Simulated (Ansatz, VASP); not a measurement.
# One calculation of B5Pt, two programs

```
B Pt
1.0
     5.14110    0.00000    0.00000
    -2.57055    4.45232    0.00000
     0.00000    0.00000    2.34667
B Pt
5 1
Direct
  0.66667 0.33333 0.50000
  0.37549 0.00000 0.00000
  0.62451 0.62451 0.00000
  0.00000 0.37549 0.00000
  0.33333 0.66667 0.50000
  0.00000 0.00000 0.50000
```

Alike in both runs: task single point; functional PBE; k mesh 12 × 12 × 16; occupations gaussian, width 0.1 eV; no spin polarisation.

|  | VASP | Ansatz |
| --- | --- | --- |
| version | VASP 6.6.1 | Ansatz 0.2.0 |
| potentials or method | VASP PAW PBE potentials, release 64 (B, Pt), cutoff 520 eV | scalar-relativistic, plane waves, PAW |
| valence electrons in the cell | 25 | 33 |

```csv
,VASP,Ansatz,Ansatz less VASP
gap on the k mesh at the Fermi level (eV),none,none,-
pressure (GPa),-0.2,0.0,+0.17
"traceless stress, the component that is largest in VASP (GPa)",-0.50,-0.04,+0.466
```

A gap of «none» marks a metal or a gap that the smearing closes. VASP's potentials hold 25 valence electrons a cell and Ansatz's 33, so a difference there can come from the potentials and not from the codes.

Neither program's run includes spin-orbit coupling.
